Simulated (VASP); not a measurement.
# FePt in VASP: further runs

The runs below take FePt through single point, with PBE.

Everything below comes from runs of VASP 6.6.1. Logs are shortened: lines on timing, memory, paths and dates and some standing lists are left out, and cuts for length are marked.

## 1. The cell of the first run

The structure is tetragonal, space group P4/mmm (No. 123). Conventional cell: a = 2.819 Å, b = 2.819 Å, c = 3.882 Å, α = 90.00°, β = 90.00°, γ = 90.00°. Within 3.7 Å of Fe (site symmetry 4/mmm) lie 8 Pt at 2.78 Å and 4 Fe at 2.82 Å. Pt (site symmetry 4/mmm) has 8 Fe at 2.78 Å and 4 Pt at 2.82 Å within 3.7 Å.

## 2. Single point, PBE, collinear spin, ferromagnetic start (15.42 Å³/atom)

The input, INCAR:

```
SYSTEM = FePt
PREC = Accurate
ENCUT = 600
EDIFF = 1E-6
ISMEAR = 0
SIGMA = 0.1
LREAL = .False.
LASPH = .True.
NELM = 200
ALGO = Normal
ISIF = 2
LWAVE = .False.
LCHARG = .False.
ISPIN = 2
MAGMOM = 3.28 0.42
LORBIT = 11
LMAXMIX = 4
GGA = PE
NBANDS = 20
GGA_COMPAT = .False.
```

The input, KPOINTS:

```
regular mesh
0
Gamma
  20 20 14
  0 0 0
```

The input, POSCAR:

```
FePt
1.0
    2.8187922079      0.0000000000      0.0000000000
    0.0000000000      2.8187922079      0.0000000000
    0.0000000000      0.0000000000      3.8823754890
Fe Pt
1 1
Direct
    0.5000000000      0.5000000000      0.5000000000
    0.0000000000      0.0000000000      0.0000000000
```

Potentials or basis: VASP PAW PBE potentials, release 64 (Fe, Pt).

Launch:

```bash
$ cat potpaw_PBE.64/Fe/POTCAR potpaw_PBE.64/Pt/POTCAR > POTCAR
$ mpirun -np 1 vasp_std > vasp.out
```

OUTCAR:

```text
SYSTEM = FePt
   PREC = Accurate
   ENCUT = 600
   EDIFF = 1E-6
   ISMEAR = 0
   LREAL = .False.
   LASPH = .True.
   NELM = 200
   ISIF = 2
   ISPIN = 2
   LORBIT = 11
   GGA = PE

 ion  position               nearest neighbor table
   1  0.500  0.500  0.500-   2 2.78   2 2.78   2 2.78   2 2.78   2 2.78   2 2.78   2 2.78   2 2.78

   2  0.000  0.000  0.000-   1 2.78   1 2.78   1 2.78   1 2.78   1 2.78   1 2.78   1 2.78   1 2.78

  LATTYP: Found a simple tetragonal cell.
 ALAT       =     2.8187922079
 C/A-ratio  =     1.3773187957

  Lattice vectors:

 A1 = (   2.8187922079,   0.0000000000,   0.0000000000)
 A2 = (   0.0000000000,   2.8187922079,   0.0000000000)
 A3 = (   0.0000000000,   0.0000000000,   3.8823754890)

Analysis of symmetry for initial positions (statically):
=====================================================================
 Subroutine PRICEL returns:
 Original cell was already a primitive cell.

 Routine SETGRP: Setting up the symmetry group for a
 simple tetragonal supercell.

 Subroutine GETGRP returns: Found 16 space group operations
 (whereof 16 operations were pure point group operations)
 out of a pool of 16 trial point group operations.

The static configuration has the point symmetry D_4h.

Analysis of symmetry for dynamics (positions and initial velocities):
=====================================================================
 Subroutine PRICEL returns:
 Original cell was already a primitive cell.

 Routine SETGRP: Setting up the symmetry group for a
 simple tetragonal supercell.

 Subroutine GETGRP returns: Found 16 space group operations
 (whereof 16 operations were pure point group operations)
 out of a pool of 16 trial point group operations.

The dynamic configuration has the point symmetry D_4h.

Analysis of structural, dynamic, and magnetic symmetry:
=====================================================================
 Subroutine PRICEL returns:
 Original cell was already a primitive cell.

 Routine SETGRP: Setting up the symmetry group for a
 simple tetragonal supercell.

 Subroutine GETGRP returns: Found 16 space group operations
 (whereof 16 operations were pure point group operations)
 out of a pool of 16 trial point group operations.

The overall configuration has the point symmetry D_4h.

 Subroutine INISYM returns: Found 16 space group operations
 (whereof 16 operations are pure point group operations),
 and found     1 'primitive' translations

----------------------------------------------------------------------------------------

[... 116 lines left out ...]
   LORBIT       =     11    0 simple, 1 ext, 2 COOP (PROOUT), +10 PAW based schemes
   GGA     = PE    functional components
   LHFCALC =     F    Hartree Fock is set to
   AEXX    =    0.0000 exact exchange contribution
   IVDW    =     0    specifies the selected vdW correction
   LEPSILON=     F    determine dielectric tensor
   LRPA    =     F    only Hartree local field effects (RPA)
 spin polarized calculation
 Gauss-broadening in eV      SIGMA  =   0.10
  energy-cutoff  :      600.00
  volume of cell :       30.85
 maximum number of plane-waves:      1047
 NGX is ok and might be reduce to    24

 number of electron      18.0000003 magnetization       3.4493226

 Free energy of the ion-electron system (eV)
  ---------------------------------------------------
  ext. energy  EPLUGINS =         0.00000000
  ---------------------------------------------------
  free energy    TOTEN  =       -14.65959950 eV

  energy without entropy =      -14.65184791  energy(sigma->0) =      -14.65572370

 E-fermi :   7.2402     XC(G=0): -12.4247

 val. band max:        7.2390836472   @ k =   0.0000   0.0000   0.2143
 cond. band min:       7.2405190830   @ k =   0.4000   0.2500   0.2143
 fundamental gap:      0.0014354358
 Fermi energy:         7.2402355811

 spin component 1

 k-point     1 :       0.0000    0.0000    0.0000
  band No.  band energies     occupation
      1      -1.4832      1.00000
      2       1.6451      1.00000
      3       1.8790      1.00000
      4       4.0177      1.00000
      5       4.0177      1.00000
      6       4.3579      1.00000
[... 541 lines left out ...]
     19      27.1728      0.00000
     20      27.8539      0.00000

 [... further k-points ...]

 spin component 2

 k-point     1 :       0.0000    0.0000    0.0000
  band No.  band energies     occupation
      1      -1.3519      1.00000
      2       2.2791      1.00000
      3       2.3022      1.00000
      4       5.2192      1.00000
      5       5.2192      1.00000
      6       6.5645      1.00000
[... 541 lines left out ...]
     19      27.2700      0.00000
     20      28.1757      0.00000

 [... further k-points ...]

------------------------ aborting loop because EDIFF is reached ----------------------------------------

  FORCE on cell =-STRESS in cart. coord.  units (eV):
  Direction    XX          YY          ZZ          XY          YZ          ZX
  --------------------------------------------------------------------------------------
  -------------------------------------------------------------------------------------
  Total       -2.9675090     -2.9675090     -2.9644840      0.0000000      0.0000000     -0.0000000
  in kB     -154.1270845   -154.1270845   -153.9699734      0.0000000      0.0000000     -0.0000000
  external PRESSURE =    -154.0747141 kB  Pullay stress =       0.0000000 kB

 VOLUME and BASIS-vectors are now :
 -----------------------------------------------------------------------------
  energy-cutoff  :      600.00
  volume of cell :       30.85
      direct lattice vectors                 reciprocal lattice vectors
     2.818792208  0.000000000  0.000000000     0.354761872  0.000000000  0.000000000
     0.000000000  2.818792208  0.000000000     0.000000000  0.354761872  0.000000000
     0.000000000  0.000000000  3.882375489     0.000000000  0.000000000  0.257574262

 POSITION                                       TOTAL-FORCE (eV/Angst)
 -----------------------------------------------------------------------------------
      1.40940      1.40940      1.94119         0.000000      0.000000      0.000000
      0.00000      0.00000      0.00000         0.000000      0.000000      0.000000
 -----------------------------------------------------------------------------------
    total drift:                                0.000000      0.000000     -0.000000

  FREE ENERGIE OF THE ION-ELECTRON SYSTEM (eV)
  ---------------------------------------------------
  free  energy   TOTEN  =       -14.6595994960 eV

  energy  without entropy=      -14.6518479123  energy(sigma->0) =      -14.65572370

 total charge

# of ion       s       p       d       tot
------------------------------------------
    1        0.374   0.369   6.038   6.781
    2        0.663   0.540   8.002   9.205
--------------------------------------------------
tot          1.037   0.909  14.040  15.986

 magnetization (x)

# of ion       s       p       d       tot
------------------------------------------
    1        0.009  -0.006   3.103   3.106
    2       -0.024  -0.059   0.423   0.339
--------------------------------------------------
tot         -0.015  -0.066   3.526   3.445
```

Wall time 14 min (1 thread of Intel Xeon 8259CL, shared host); peak memory 0.68 GiB.

Results:

```
Free energy                                           : -14.6596 eV
Pressure                                              : -15.4 GPa
Net moment                                            : 3.45 μB per cell
Site moments                                          : Fe +3.11; Pt +0.34 μB
Valence electrons inside the program's atomic spheres : Fe 6.78; Pt 9.21
```

Levels at points of the mesh, in eV from the Fermi level:
Spin up:
| k point | band 9 | band 10 | band 11 | band 12 | band 13 | band 14 |
| --- | --- | --- | --- | --- | --- | --- |
| (0.00, 0.00, 0.00) | -0.64 | -0.64 | -0.61 | 2.11 | 8.33 | 11.05 |
| (0.50, 0.00, 0.00) | -2.31 | -1.47 | -0.20 | 1.66 | 9.60 | 9.66 |
| (0.50, 0.50, 0.00) | -0.75 | 0.36 | 1.65 | 1.65 | 6.60 | 8.72 |
| (0.00, 0.00, 0.50) | -2.08 | -1.91 | -1.91 | -0.79 | 15.00 | 15.01 |
| (0.50, 0.00, 0.50) | -0.72 | -0.60 | -0.39 | -0.26 | 3.90 | 5.74 |
| (0.50, 0.50, 0.50) | -1.39 | 0.36 | 6.29 | 6.29 | 6.89 | 7.38 |
Spin down:
| k point | band 3 | band 4 | band 5 | band 6 | band 7 | band 8 | band 9 | band 10 | band 11 | band 12 |
| --- | --- | --- | --- | --- | --- | --- | --- | --- | --- | --- |
| (0.00, 0.00, 0.00) | -4.94 | -2.02 | -2.02 | -0.68 | -0.62 | 0.56 | 1.48 | 1.48 | 1.56 | 2.28 |
| (0.50, 0.00, 0.00) | -3.68 | -3.05 | -2.11 | -1.22 | -0.90 | -0.60 | 0.62 | 0.73 | 1.98 | 2.30 |
| (0.50, 0.50, 0.00) | -4.25 | -4.07 | 0.74 | 1.08 | 1.51 | 1.52 | 1.52 | 1.56 | 1.77 | 1.77 |
| (0.00, 0.00, 0.50) | -4.67 | -2.29 | -1.66 | -1.66 | -1.10 | -0.54 | 0.29 | 0.52 | 0.52 | 1.39 |
| (0.50, 0.00, 0.50) | -2.47 | -2.46 | -1.90 | -0.32 | -0.28 | -0.17 | 0.78 | 1.34 | 1.45 | 1.47 |
| (0.50, 0.50, 0.50) | -4.02 | -1.52 | -1.36 | -1.05 | -1.05 | 0.74 | 0.82 | 1.56 | 6.97 | 6.97 |

Caveat: the cell stands under tension; spin-orbit coupling is left out, which moves the levels of the heavy elements.

## 3. Single point, PBE, collinear spin, ferromagnetic start

This run uses another cell than the first one, of 14.02 Å³/atom.

INCAR: that of step 2 with these lines changed.

```diff
@@ -14,3 +14,3 @@
 ISPIN = 2
-MAGMOM = 3.28 0.42
+MAGMOM = 3.25 0.43
 LORBIT = 11
```

KPOINTS is that of step 2.

The input, POSCAR:

```
FePt
1.0
    2.7291032820      0.0000000000      0.0000000000
    0.0000000000      2.7291032820      0.0000000000
    0.0000000000      0.0000000000      3.7652258568
Fe Pt
1 1
Direct
    0.5000000000      0.5000000000      0.5000000000
    0.0000000000      0.0000000000      0.0000000000
```

Potentials or basis: VASP PAW PBE potentials, release 64 (Fe, Pt).

Launch:

```bash
$ cat potpaw_PBE.64/Fe/POTCAR potpaw_PBE.64/Pt/POTCAR > POTCAR
$ mpirun -np 1 vasp_std > vasp.out
```

Run time: 4 min. Hardware: 1 thread of Intel Xeon 6975P-C (Granite Rapids), shared host; peak memory 0.63 GiB.

It converged, with:

| Property | Result |
| --- | --- |
| Free energy | -14.8096 eV |
| Pressure | -0.4 GPa |
| Net moment | 3.29 μB per cell |
| Site moments | Fe +2.94; Pt +0.33 μB |
| Valence electrons inside the program's atomic spheres | Fe 6.95; Pt 9.40 |

Stress tensor (GPa, compression positive):
```
-0.44  0.00  0.00
 0.00 -0.44  0.00
 0.00  0.00 -0.36
```

Levels at points of the mesh, in eV from the Fermi level:
Spin up:
```tsv
k point	band 9	band 10	band 11	band 12	band 13	band 14
(0.00, 0.00, 0.00)	-0.52	-0.43	-0.43	2.14	9.40	11.70
(0.50, 0.00, 0.00)	-2.15	-1.57	0.14	2.04	10.26	10.33
(0.50, 0.50, 0.00)	-0.54	0.58	1.69	1.69	7.55	9.90
(0.00, 0.00, 0.50)	-2.08	-2.08	-1.86	-0.79	15.49	15.66
(0.50, 0.00, 0.50)	-0.55	-0.54	-0.45	-0.42	4.62	6.63
(0.50, 0.50, 0.50)	-1.07	0.58	6.79	6.79	7.64	8.31
```
Spin down:
| k point | band 4 | band 5 | band 6 | band 7 | band 8 | band 9 | band 10 | band 11 | band 12 | band 13 |
| --- | --- | --- | --- | --- | --- | --- | --- | --- | --- | --- |
| (0.00, 0.00, 0.00) | -2.28 | -2.28 | -0.79 | -0.70 | 0.56 | 1.66 | 1.66 | 1.70 | 2.32 | 10.24 |
| (0.50, 0.00, 0.00) | -3.39 | -2.39 | -1.32 | -1.14 | -0.83 | 0.58 | 0.74 | 2.36 | 2.56 | 11.03 |
| (0.50, 0.50, 0.00) | -4.62 | 0.95 | 1.24 | 1.64 | 1.71 | 1.71 | 1.73 | 1.81 | 1.81 | 8.35 |
| (0.00, 0.00, 0.50) | -2.55 | -1.83 | -1.83 | -1.36 | -0.53 | 0.18 | 0.49 | 0.49 | 1.48 | 15.90 |
| (0.50, 0.00, 0.50) | -2.79 | -2.13 | -0.44 | -0.42 | -0.35 | 0.92 | 1.47 | 1.58 | 1.62 | 5.57 |
| (0.50, 0.50, 0.50) | -1.87 | -1.48 | -1.29 | -1.29 | 0.79 | 0.96 | 1.73 | 7.49 | 7.49 | 8.50 |

Caveat: spin-orbit coupling is left out, which moves the levels of the heavy elements.

## 4. Single point, PBE, collinear spin, ferromagnetic start

This run uses another cell than the first one, of 13.98 Å³/atom.

The input, INCAR:

```
  PREC = Accurate
  ENCUT = 600
  EDIFF = 1E-6
  ISMEAR = 0
  SIGMA = 0.1
  LREAL = False
  LASPH = True
  NELM = 200
  ALGO = Normal
  ISIF = 2
  LWAVE = False
  LCHARG = False
  ISPIN = 2
  MAGMOM = 4 0
  LORBIT = 11
  LMAXMIX = 4
  GGA = PE
  NBANDS = 20
  GGA_COMPAT = False
```

The input, KPOINTS:

```
regular mesh
0
Gamma
  4 8 8
```

The input, POSCAR:

```
FePt
1.0
    3.7630096455      0.0000000000      0.0000000000
    0.0000000000      1.9287067218      1.9266638949
    0.0000000000     -1.9287067218      1.9266638949
Fe Pt
1 1
Direct
    0.5000000000      0.7499993489      0.7499993489
    0.0000000000      0.2500006511      0.2500006511
```

Launch:

```bash
$ cat potpaw_PBE.64/Fe/POTCAR potpaw_PBE.64/Pt/POTCAR > POTCAR
$ mpirun -np 1 vasp_std > vasp.out
```

It took 89 s on 1 thread of Oxide Virtual Turin-like, shared host; peak memory 0.18 GiB.

It converged, with:

```
Free energy                                           : -14.8194 eV
Pressure                                              : -0.3 GPa
Net moment                                            : 3.28 μB per cell
Site moments                                          : Fe +2.92; Pt +0.34 μB
Valence electrons inside the program's atomic spheres : Fe 6.96; Pt 9.41
```

Stress tensor (GPa, compression positive):
```
-0.32  0.00  0.00
 0.00 -0.39  0.00
 0.00  0.00 -0.26
```

Levels at points of the mesh, in eV from the Fermi level:
Spin up:
```
           k point  band 8  band 9  band 10  band 11  band 12  band 13  band 14  band 15
(0.00, 0.00, 0.00)   -1.89   -0.44    -0.36    -0.35     2.22     9.49    11.80    11.80
(0.50, 0.00, 0.00)   -2.24   -2.02    -2.01    -1.80    -0.71    15.58    15.75    16.22
(0.00, 0.50, 0.00)   -2.45   -2.08    -1.51     0.22     2.12    10.35    10.42    12.31
(0.50, 0.50, 0.00)   -0.82   -0.48    -0.47    -0.37    -0.35     4.71     6.73    16.26
(0.00, 0.50, 0.50)   -0.47   -0.46     0.65     1.75     1.77     7.65    10.02    10.83
(0.50, 0.50, 0.50)   -1.69   -1.01     0.66     6.87     6.89     7.74     8.39     8.46
```
Spin down:
```tsv
k point	band 4	band 5	band 6	band 7	band 8	band 9	band 10	band 11
(0.00, 0.00, 0.00)	-2.22	-2.21	-0.75	-0.63	0.61	1.72	1.73	1.74
(0.50, 0.00, 0.00)	-2.48	-1.76	-1.76	-1.32	-0.46	0.22	0.55	0.55
(0.00, 0.50, 0.00)	-3.33	-2.32	-1.25	-1.09	-0.79	0.62	0.80	2.46
(0.50, 0.50, 0.00)	-2.72	-2.07	-0.38	-0.37	-0.29	1.00	1.53	1.63
(0.00, 0.50, 0.50)	-4.57	1.05	1.30	1.69	1.77	1.78	1.78	1.88
(0.50, 0.50, 0.50)	-1.83	-1.40	-1.24	-1.23	0.83	1.05	1.78	7.57
```

Caveat: the k points lie up to 0.42 Å⁻¹ apart; spin-orbit coupling is left out, which moves the levels of the heavy elements.

## 5. Single point, PBE, collinear spin, ferromagnetic start

This run uses another cell than the first one: it holds 4 atoms, not 2.

The input, INCAR:

```
SYSTEM = FePt
PREC     = Accurate       ! precision mode
ENCUT    = 600            ! plane-wave cutoff, eV
EDIFF    = 1E-6           ! SCF threshold, eV
ISMEAR   = 0              ! smearing method
SIGMA    = 0.2            ! smearing width, eV
LREAL    = .FALSE.        ! projectors in reciprocal space
LASPH    = .TRUE.         ! aspherical terms in the spheres
NELM     = 200            ! most SCF steps
ALGO     = Normal         ! electronic algorithm
ISIF     = 2              ! what is computed and relaxed
LWAVE    = .FALSE.        ! write WAVECAR
LCHARG   = .FALSE.        ! write CHGCAR
ISPIN    = 2              ! spin polarisation
MAGMOM   = 3.28 3.28 0.42 0.42 ! initial moments
LORBIT   = 11             ! projections on sites
LMAXMIX  = 4              ! l up to which the mixer works
GGA      = PE             ! functional
NBANDS   = 30             ! bands
GGA_COMPAT= .FALSE.
```

The input, KPOINTS:

```
Automatic mesh
0
G
  8 8 4
  0 0 0
```

The input, POSCAR:

```
FePt
1.0
    2.7291032820      0.0000000000      0.0000000000
    0.0000000000      2.7291032820      0.0000000000
    0.0000000000      0.0000000000      7.5304517136
Fe Pt
2 2
Direct
    0.5000000000      0.5000000000      0.2500000000
    0.5000000000      0.5000000000      0.7500000000
    0.0000000000      0.0000000000      0.0000000000
    0.0000000000      0.0000000000      0.5000000000
```

Launch:

```bash
$ cat potpaw_PBE.64/Fe/POTCAR potpaw_PBE.64/Pt/POTCAR > POTCAR
$ mpirun -np 1 vasp_std > vasp.out
```

Wall time 3.3 min (1 thread of Oxide Virtual Turin-like, shared host); peak memory 0.27 GiB.

The run converged. Its results:

* Free energy: -29.6620 eV
* Pressure: -0.3 GPa
* Net moment: 6.64 μB per cell
* Site moments: Fe +2.95; Pt +0.34 μB
* Valence electrons inside the program's atomic spheres: Fe 6.95; Pt 9.40

Stress tensor (GPa, compression positive):
```
-0.11  0.00  0.00
 0.00 -0.11  0.00
 0.00  0.00 -0.72
```

Levels at points of the mesh, in eV from the Fermi level:
Spin up:
| k point | band 20 | band 21 | band 22 | band 23 | band 24 | band 25 |
| --- | --- | --- | --- | --- | --- | --- |
| (0.00, 0.00, 0.00) | -0.75 | -0.48 | -0.41 | -0.41 | 2.17 | 9.42 |
| (0.50, 0.00, 0.00) | -0.53 | -0.41 | -0.40 | 0.14 | 2.07 | 4.65 |
| (0.50, 0.50, 0.00) | 0.62 | 1.71 | 1.71 | 6.81 | 6.81 | 7.57 |
| (0.00, 0.00, 0.50) | -1.03 | -0.60 | -0.60 | -0.49 | -0.49 | 12.90 |
| (0.50, 0.00, 0.50) | -0.93 | 0.03 | 0.03 | 1.64 | 1.64 | 6.36 |
| (0.50, 0.50, 0.50) | 0.62 | 4.02 | 4.02 | 4.02 | 4.02 | 7.67 |
Spin down:
| k point | band 12 | band 13 | band 14 | band 15 | band 16 | band 17 | band 18 | band 19 |
| --- | --- | --- | --- | --- | --- | --- | --- | --- |
| (0.00, 0.00, 0.00) | -1.35 | -0.78 | -0.66 | -0.48 | 0.19 | 0.51 | 0.51 | 0.57 |
| (0.50, 0.00, 0.00) | -1.12 | -0.82 | -0.42 | -0.41 | -0.31 | 0.58 | 0.76 | 0.96 |
| (0.50, 0.50, 0.00) | 0.80 | 1.01 | 1.02 | 1.26 | 1.65 | 1.73 | 1.73 | 1.74 |
| (0.00, 0.00, 0.50) | -1.06 | -0.58 | -0.58 | -0.49 | -0.49 | 0.63 | 0.63 | 1.10 |
| (0.50, 0.00, 0.50) | -1.76 | -0.86 | -0.86 | -0.61 | -0.61 | 1.14 | 1.14 | 1.18 |
| (0.50, 0.50, 0.50) | -0.39 | 0.49 | 0.49 | 1.01 | 1.01 | 1.25 | 1.25 | 1.74 |

Caveat: spin-orbit coupling is left out, which moves the levels of the heavy elements.

## 6. Summary

| cell | k mesh | smearing | gap on the mesh (eV) | pressure (GPa) | moment (μB) |
| --- | --- | --- | --- | --- | --- |
| a = 2.819, b = 2.819, c = 3.882 Å, 2 atoms, atomic positions A | 20 × 20 × 14 | gaussian 0.1 eV | none | -15.4 | 3.45 |
| a = 2.729, b = 2.729, c = 3.765 Å, 2 atoms, atomic positions A | 20 × 20 × 14 | gaussian 0.1 eV | none | -0.4 | 3.29 |
| a = 3.763, b = 2.726, c = 2.726 Å, angles 90.1, 90.0, 90.0°, 2 atoms, atomic positions A | 4 × 8 × 8 | gaussian 0.1 eV | none | -0.3 | 3.28 |
| a = 2.729, b = 2.729, c = 7.530 Å, 4 atoms, atomic positions B | 8 × 8 × 4 | gaussian 0.2 eV | none | -0.3 | 6.64 |

Alike in all rows: task single point; level PBE; potentials or basis VASP PAW PBE potentials, release 64 (Fe, Pt); spin collinear, ferromagnetic start; cutoff (eV) 600.

Caveats: some runs use coarse meshes; spin-orbit coupling is left out, which moves the levels of the heavy elements; the cell stands under tension (at least some runs).

Absolute energies hang on the potentials; compare differences alone.

The gap in the log of VASP goes by the Fermi energy; the results here count the filled bands.